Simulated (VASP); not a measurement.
# Na2S (Fm-3m) in VASP: further runs

Na2S is run at these levels: PBE, r2SCAN, HSE06, PBE0; tasks: single point.

Program: VASP 6.6.1. These are calculated values, not measurements. Logs are shortened: lines on timing, memory, paths and dates and some standing lists are left out, and cuts for length are marked.

### 1 The cell of the first run

Symmetry: Fm-3m, No. 225, cubic system. Conventional cell: a = 6.511 Å, b = 6.511 Å, c = 6.511 Å, α = 90.00°, β = 90.00°, γ = 90.00°. Within 3.7 Å of S (site symmetry m-3m) lie 8 Na at 2.82 Å. Within 3.7 Å of Na (site symmetry -43m) lie 4 S at 2.82 Å and 6 Na at 3.26 Å.

### 2 Single point, PBE

File INCAR:

```
PREC = Accurate
ENCUT = 500
EDIFF = 1E-6
ISMEAR = 0
SIGMA = 0.01
LREAL = False
LASPH = True
NELM = 120
ALGO = Normal
ISIF = 2
LWAVE = False
LCHARG = True
GGA = PE
LELF = True
LVHAR = True
NBANDS = 17
GGA_COMPAT = False
```

File KPOINTS:

```
Automatic mesh
0
Gamma
  4 4 4
```

File POSCAR:

```
Na2S
1.0
    0.0000000000      3.2554324593      3.2554324593
    3.2554324593      0.0000000000      3.2554324593
    3.2554324593      3.2554324593      0.0000000000
S Na
1 2
Direct
    0.0000000000      0.0000000000      0.0000000000
    0.2500000000      0.2500000000      0.2500000000
    0.7500000000      0.7500000000      0.7500000000
```

Potentials or basis: VASP PAW PBE potentials, release 64 (S, Na_pv).

On the command line:

```bash
$ cat potpaw_PBE.64/S/POTCAR potpaw_PBE.64/Na_pv/POTCAR > POTCAR
$ mpirun -np 1 vasp_std > vasp.out
```

OUTCAR:

```text
PREC = Accurate
   ENCUT = 500
   EDIFF = 1E-6
   ISMEAR = 0
   LREAL = False
   LASPH = True
   NELM = 120
   ISIF = 2
   GGA = PE

 ion  position               nearest neighbor table
   1  0.000  0.000  0.000-
   2  0.250  0.250  0.250-
   3  0.750  0.750  0.750-

  LATTYP: Found a face centered cubic cell.
 ALAT       =     6.5108649186

  Lattice vectors:

 A1 = (   0.0000000000,   3.2554324593,   3.2554324593)
 A2 = (   3.2554324593,   0.0000000000,   3.2554324593)
 A3 = (   3.2554324593,   3.2554324593,   0.0000000000)

Analysis of symmetry for initial positions (statically):
=====================================================================
 Subroutine PRICEL returns:
 Original cell was already a primitive cell.

 Routine SETGRP: Setting up the symmetry group for a
 face centered cubic supercell.

 Subroutine GETGRP returns: Found 48 space group operations
 (whereof 48 operations were pure point group operations)
 out of a pool of 48 trial point group operations.

The static configuration has the point symmetry O_h .

Analysis of symmetry for dynamics (positions and initial velocities):
=====================================================================
 Subroutine PRICEL returns:
 Original cell was already a primitive cell.

 Routine SETGRP: Setting up the symmetry group for a
 face centered cubic supercell.

 Subroutine GETGRP returns: Found 48 space group operations
 (whereof 48 operations were pure point group operations)
 out of a pool of 48 trial point group operations.

The dynamic configuration has the point symmetry O_h .

 Subroutine INISYM returns: Found 48 space group operations
 (whereof 48 operations are pure point group operations),
 and found     1 'primitive' translations

----------------------------------------------------------------------------------------

                                     Primitive cell

  volume of cell :      69.0011

  direct lattice vectors                    reciprocal lattice vectors
     0.000000000  3.255432459  3.255432459    -0.153589425  0.153589425  0.153589425
     3.255432459  0.000000000  3.255432459     0.153589425 -0.153589425  0.153589425
     3.255432459  3.255432459  0.000000000     0.153589425  0.153589425 -0.153589425

  length of vectors
     4.603876735  4.603876735  4.603876735     0.266024688  0.266024688  0.266024688

  position of ions in fractional coordinates (direct lattice)
     0.000000000  0.000000000  0.000000000
     0.250000000  0.250000000  0.250000000
     0.750000000  0.750000000  0.750000000

  ion indices of the primitive-cell ions
   primitive index   ion index
                 1           1
                 2           2
                 3           3

----------------------------------------------------------------------------------------

 KPOINTS: Automatic mesh

Automatic generation of k-mesh.
 Grid dimensions read from file:
 generate k-points for:    4    4    4

 Generating k-lattice:

  Cartesian coordinates                     Fractional coordinates (reciprocal lattice)
    -0.038397356  0.038397356  0.038397356     0.250000000  0.000000000  0.000000000
     0.038397356 -0.038397356  0.038397356     0.000000000  0.250000000  0.000000000
     0.038397356  0.038397356 -0.038397356     0.000000000  0.000000000  0.250000000

  Length of vectors
     0.066506172  0.066506172  0.066506172

  Shift w.r.t. Gamma in fractional coordinates (k-lattice)
     0.000000000  0.000000000  0.000000000

 Subroutine IBZKPT returns following result:
 ===========================================

 Found      8 irreducible k-points:

 Following reciprocal coordinates:
            Coordinates               Weight
  0.000000  0.000000  0.000000      1.000000
  0.250000  0.000000  0.000000      8.000000
  0.500000  0.000000  0.000000      4.000000
  0.250000  0.250000  0.000000      6.000000
  0.500000  0.250000  0.000000     24.000000
 -0.250000  0.250000  0.000000     12.000000
  0.500000  0.500000  0.000000      3.000000
 -0.250000  0.500000  0.250000      6.000000
   k-points           NKPTS =      8   k-points in BZ     NKDIM =      8   number of bands    NBANDS=     17
   number of dos      NEDOS =    301   number of ions     NIONS =      3
   total plane-waves  NPLWV =  46656
   dimension x,y,z NGX =    36 NGY =   36 NGZ =   36
   dimension x,y,z NGXF=    72 NGYF=   72 NGZF=   72
   ions per type =               1   2
   NGX,Y,Z   is equivalent  to a cutoff of  13.00, 13.00, 13.00 a.u.
   NGXF,Y,Z  is equivalent  to a cutoff of  26.00, 26.00, 26.00 a.u.
 SYSTEM =  unknown system
   PREC   = accura    normal or accurate (medium, high low for compatibility)
   ISTART =      0    job   : 0-new  1-cont  2-samecut
   ICHARG =      2    charge: 1-file 2-atom 10-const
   ISPIN  =      1    spin polarized calculation?
   LNONCOLLINEAR =      F non collinear calculations
   LSORBIT =      F    spin-orbit coupling
   LASPH  =      T    aspherical Exc in radial PAW
   ENCUT  =  500.0 eV  36.75 Ry    6.06 a.u.   8.39  8.39  8.39*2*pi/ulx,y,z
   NELM   =    120;   NELMIN=  2; NELMDL= -5     # of ELM steps
   EDIFF  = 0.1E-05   stopping-criterion for ELM
   LREAL  =      F    real-space projection
   EDIFFG = 0.1E-04   stopping-criterion for IOM
   NSW    =      0    number of steps for IOM
   IBRION =     -1    ionic relax: 0-MD 1-quasi-New 2-CG
   NFREE  =      0    steps in history (QN), initial steepest desc. (CG)
   ISIF   =      2    stress and relaxation
   ISYM   =      2    0-nonsym 1-usesym 2-fastsym
   POTIM  = 0.5000    time-step for ionic-motion
   TEBEG  =    0.0;   TEEND  =   0.0 temperature during run
   PSTRESS=    0.0 pullay stress
   NELECT =      20.0000    total number of electrons
   NUPDOWN=      -1.0000    fix difference up-down
   EMIN   =  10.00;   EMAX   =-10.00  energy-range for DOS
   EFERMI =   0.00;   METHOD = LEGACY
   ISMEAR =     0;   SIGMA  =   0.01  broadening in eV -4-tet -1-fermi 0-gaus
   EFERMI_NEDOS =   21; number of points for ismear=-14 and -15
   IALGO  =     38    algorithm
   IMIX   =      4    mixing-type and parameters
     AMIX     =   0.40;   BMIX     =  1.00
     AMIX_MAG =   1.60;   BMIX_MAG =  1.00
  volume/ion in A,a.u.               =      23.00       155.21
  Fermi-wavevector in a.u.,A,eV,Ry     =   1.083427  2.047379 15.970697  1.173813
  Thomas-Fermi vector in A             =   2.219492
   LORBIT       =      0    0 simple, 1 ext, 2 COOP (PROOUT), +10 PAW based schemes
   GGA     = PE    functional components
   LHFCALC =     F    Hartree Fock is set to
   AEXX    =    0.0000 exact exchange contribution
   IVDW    =     0    specifies the selected vdW correction
   LEPSILON=     F    determine dielectric tensor
   LRPA    =     F    only Hartree local field effects (RPA)
 non-spin polarized calculation
 Gauss-broadening in eV      SIGMA  =   0.01
  energy-cutoff  :      500.00
  volume of cell :       69.00
 maximum number of plane-waves:      1807
 NGX is ok and might be reduce to    36
   NGX = 17   NGY = 17   NGZ = 17

 number of electron      19.9999984 magnetization

 Free energy of the ion-electron system (eV)
  ---------------------------------------------------
  ext. energy  EPLUGINS =         0.00000000
  ---------------------------------------------------
  free energy    TOTEN  =        -9.96751041 eV

  energy without entropy =       -9.96751041  energy(sigma->0) =       -9.96751041

 E-fermi :   0.3153     XC(G=0):  -7.8721

 val. band max:        0.2499089111   @ k =   0.0000   0.0000   0.0000
 cond. band min:       2.7822130458   @ k =   0.0000   0.0000   0.0000
 fundamental gap:      2.5323041347
 Fermi energy:         0.3152861929

 k-point     1 :       0.0000    0.0000    0.0000
  band No.  band energies     occupation
      1     -21.9656      2.00000
      2     -21.9656      2.00000
      3     -21.9656      2.00000
      4     -21.9096      2.00000
      5     -21.9096      2.00000
      6     -21.9096      2.00000
      7      -9.9106      2.00000
      8       0.2499      2.00000
      9       0.2499      2.00000
     10       0.2499      2.00000
     11       2.7822      0.00000
     12       8.0396      0.00000
     13       8.0396      0.00000
     14       8.0396      0.00000
     15       9.6380      0.00000
     16       9.6380      0.00000
     17      11.5479      0.00000

 k-point     2 :       0.2500    0.0000    0.0000
  band No.  band energies     occupation
      1     -21.9602      2.00000
      2     -21.9578      2.00000
      3     -21.9578      2.00000
      4     -21.9215      2.00000
      5     -21.9182      2.00000
      6     -21.9182      2.00000
      7      -9.7862      2.00000
      8      -0.7629      2.00000
      9       0.1818      2.00000
     10       0.1818      2.00000
     11       4.1465      0.00000
     12       7.3565      0.00000
     13       7.9474      0.00000
     14       7.9474      0.00000
     15       9.4412      0.00000
     16       9.4412      0.00000
     17      10.6468      0.00000

 k-point     3 :       0.5000    0.0000    0.0000
  band No.  band energies     occupation
      1     -21.9469      2.00000
      2     -21.9413      2.00000
      3     -21.9393      2.00000
      4     -21.9393      2.00000
      5     -21.9377      2.00000
      6     -21.9377      2.00000
      7      -9.6555      2.00000
      8      -1.4135      2.00000
      9       0.1177      2.00000
     10       0.1177      2.00000
     11       5.0975      0.00000
     12       6.7586      0.00000
     13       7.4305      0.00000
     14       7.4305      0.00000
     15      11.5448      0.00000
     16      11.7143      0.00000
     17      11.7143      0.00000

 k-point     4 :       0.2500    0.2500    0.0000
  band No.  band energies     occupation
      1     -21.9714      2.00000
      2     -21.9714      2.00000
      3     -21.9515      2.00000
      4     -21.9305      2.00000
      5     -21.9058      2.00000
      6     -21.9058      2.00000
      7      -9.7459      2.00000
      8      -0.7346      2.00000
      9       0.0059      2.00000
     10       0.0059      2.00000
     11       4.3699      0.00000
     12       7.0219      0.00000
     13       7.3454      0.00000
     14       8.8249      0.00000
     15       8.8249      0.00000
     16      10.4609      0.00000
     17      12.8003      0.00000

 k-point     5 :       0.5000    0.2500    0.0000
  band No.  band energies     occupation
      1     -21.9773      2.00000
      2     -21.9673      2.00000
      3     -21.9656      2.00000
      4     -21.9140      2.00000
      5     -21.9125      2.00000
      6     -21.9077      2.00000
      7      -9.6166      2.00000
      8      -1.1276      2.00000
      9      -0.3772      2.00000
     10      -0.0561      2.00000
     11       5.0316      0.00000
     12       6.5922      0.00000
     13       7.6097      0.00000
     14       8.4840      0.00000
     15       9.7241      0.00000
     16      11.8084      0.00000
     17      12.3683      0.00000

 k-point     6 :      -0.2500    0.2500    0.0000
  band No.  band energies     occupation
      1     -21.9785      2.00000
      2     -21.9478      2.00000
      3     -21.9433      2.00000
      4     -21.9365      2.00000
      5     -21.9337      2.00000
      6     -21.9022      2.00000
      7      -9.6589      2.00000
      8      -1.0229      2.00000
      9      -0.4184      2.00000
     10       0.1121      2.00000
     11       5.5119      0.00000
     12       6.2985      0.00000
     13       7.4916      0.00000
     14       8.0514      0.00000
     15       9.3691      0.00000
     16      11.2434      0.00000
     17      12.2953      0.00000

 k-point     7 :       0.5000    0.5000    0.0000
  band No.  band energies     occupation
      1     -21.9930      2.00000
      2     -21.9772      2.00000
      3     -21.9772      2.00000
      4     -21.9020      2.00000
      5     -21.9020      2.00000
      6     -21.8952      2.00000
      7      -9.5757      2.00000
      8      -1.2395      2.00000
      9      -0.2115      2.00000
     10      -0.2115      2.00000
     11       4.1044      0.00000
     12       6.2956      0.00000
     13       8.8177      0.00000
     14      10.1129      0.00000
     15      10.1129      0.00000
     16      12.0624      0.00000
     17      12.3145      0.00000

 k-point     8 :      -0.2500    0.5000    0.2500
  band No.  band energies     occupation
      1     -21.9879      2.00000
      2     -21.9824      2.00000
      3     -21.9398      2.00000
      4     -21.9398      2.00000
      5     -21.8990      2.00000
      6     -21.8982      2.00000
      7      -9.5745      2.00000
      8      -0.7798      2.00000
      9      -0.7798      2.00000
     10      -0.3361      2.00000
     11       5.0785      0.00000
     12       7.5378      0.00000
     13       7.5378      0.00000
     14       7.5948      0.00000
     15      10.9213      0.00000
     16      10.9213      0.00000
     17      12.3054      0.00000

------------------------ aborting loop because EDIFF is reached ----------------------------------------

  FORCE on cell =-STRESS in cart. coord.  units (eV):
  Direction    XX          YY          ZZ          XY          YZ          ZX
  --------------------------------------------------------------------------------------
  -------------------------------------------------------------------------------------
  Total        0.3738326      0.3738326      0.3738326     -0.0000000      0.0000000      0.0000000
  in kB        8.6802388      8.6802388      8.6802388     -0.0000000      0.0000000      0.0000000
  external PRESSURE =       8.6802388 kB  Pullay stress =       0.0000000 kB

 VOLUME and BASIS-vectors are now :
 -----------------------------------------------------------------------------
  energy-cutoff  :      500.00
  volume of cell :       69.00
      direct lattice vectors                 reciprocal lattice vectors
     0.000000000  3.255432459  3.255432459    -0.153589425  0.153589425  0.153589425
     3.255432459  0.000000000  3.255432459     0.153589425 -0.153589425  0.153589425
     3.255432459  3.255432459  0.000000000     0.153589425  0.153589425 -0.153589425

 POSITION                                       TOTAL-FORCE (eV/Angst)
 -----------------------------------------------------------------------------------
      0.00000      0.00000      0.00000         0.000000      0.000000     -0.000000
      1.62772      1.62772      1.62772         0.000000     -0.000000     -0.000000
      4.88315      4.88315      4.88315        -0.000000      0.000000      0.000000
 -----------------------------------------------------------------------------------
    total drift:                                0.000000      0.000000      0.000000

  FREE ENERGIE OF THE ION-ELECTRON SYSTEM (eV)
  ---------------------------------------------------
  free  energy   TOTEN  =        -9.9675104094 eV

  energy  without entropy=       -9.9675104094  energy(sigma->0) =       -9.96751041
```

Wall time 8.3 s (1 thread of Intel Xeon Platinum 8488C (Sapphire Rapids), shared host); peak memory 0.18 GiB.

What came out:

```yaml
Free_energy: -9.9675 eV
Pressure: 0.9 GPa
Band_gap_on_the_k_mesh: 2.53 eV
```

Caveat: the structure was generated, so it needn't be the stable form of Na2S.

### 3 Single point, PBE

File INCAR:

```
SYSTEM = Na2S
PREC = Accurate ; ENCUT = 500
EDIFF = 1E-6 ; ISMEAR = 0
SIGMA = 0.01 ; LREAL = .FALSE.
LASPH = .TRUE. ; NELM = 120
ALGO = Normal ; ISIF = 2
LWAVE = .FALSE. ; LCHARG = .FALSE.
GGA = PE ; NBANDS = 17
GGA_COMPAT = .FALSE.
```

File KPOINTS:

```
regular mesh
0
G
  6 6 6
  0 0 0
```

POSCAR is that of step 2.

Potentials or basis: VASP PAW PBE potentials, release 64 (S, Na_pv).

On the command line:

```bash
$ cat potpaw_PBE.64/S/POTCAR potpaw_PBE.64/Na_pv/POTCAR > POTCAR
$ mpirun -np 1 vasp_std > vasp.out
```

Run time: 14 s. Hardware: 1 thread of Intel Xeon Platinum 8488C (Sapphire Rapids), shared host; peak memory 0.19 GiB.

Results (log left out):

```yaml
Free_energy: -9.9712 eV
Pressure: 0.8 GPa
Band_gap_on_the_k_mesh: 2.53 eV
```

Levels at points of the mesh, in eV from the valence-band top:
```csv
k point,band 6,band 7,band 8,band 9,band 10,band 11,band 12,band 13,band 14,band 15
"(0.00, 0.00, 0.00)",-22.16,-10.16,0.00,0.00,0.00,2.53,7.79,7.79,7.79,9.39
"(0.50, 0.00, 0.00)",-22.18,-9.91,-1.66,-0.13,-0.13,4.85,6.51,7.18,7.18,11.30
"(0.50, 0.50, 0.00)",-22.14,-9.83,-1.49,-0.46,-0.46,3.85,6.05,8.57,9.86,9.86
```

Caveat: the structure was generated, so it needn't be the stable form of Na2S.

### 4 Single point, r2SCAN

POSCAR is that of step 3.

File INCAR.step1:

```
PREC = Accurate ; ENCUT = 550
ISMEAR = 0 ; SIGMA = 0.01
LREAL = F ; LASPH = T
NELM = 120 ; NBANDS = 17
GGA = PE ; ALGO = Normal
EDIFF = 1E-5 ; LWAVE = T
LCHARG = F ; GGA_COMPAT = F
```

File INCAR.step2:

```
PREC = Accurate ; ENCUT = 550
EDIFF = 1E-6 ; ISMEAR = 0
SIGMA = 0.01 ; LREAL = F
LASPH = T ; NELM = 120
ALGO = Normal ; ISIF = 2
LWAVE = F ; LCHARG = F
METAGGA = R2SCAN ; LMIXTAU = T
NBANDS = 17 ; ISTART = 1
GGA_COMPAT = F
```

File KPOINTS:

```
Automatic mesh
0
Gamma
  4 4 4
```

On the command line:

```bash
$ cat potpaw_PBE.64/S/POTCAR potpaw_PBE.64/Na_pv/POTCAR > POTCAR
$ cp INCAR.step1 INCAR
$ mpirun -np 1 vasp_std > vasp.out
$ cp INCAR.step2 INCAR
$ mpirun -np 1 vasp_std > vasp.out
```

It took 30 s on 1 thread of Intel Xeon Platinum 8488C (Sapphire Rapids), shared host; peak memory 0.21 GiB.

The run converged. Its results:

```yaml
Free_energy: -18.9646 eV
Pressure: -0.1 GPa
Band_gap_on_the_k_mesh: 3.11 eV
```

Levels at points of the mesh, in eV from the valence-band top:
| k point | band 8 | band 9 | band 10 | band 11 | band 12 | band 13 |
| --- | --- | --- | --- | --- | --- | --- |
| (0.00, 0.00, 0.00) | 0.00 | 0.00 | 0.00 | 3.11 | 8.47 | 8.47 |
| (0.50, 0.00, 0.00) | -1.63 | -0.12 | -0.12 | 5.56 | 6.98 | 7.69 |
| (0.50, 0.50, 0.00) | -1.44 | -0.45 | -0.45 | 4.20 | 6.77 | 9.43 |

Caveat: the structure was generated, so it needn't be the stable form of Na2S; the PAW data sets were made with another functional, which shifts forces and pressure a little.

[end of part 1 of 2]
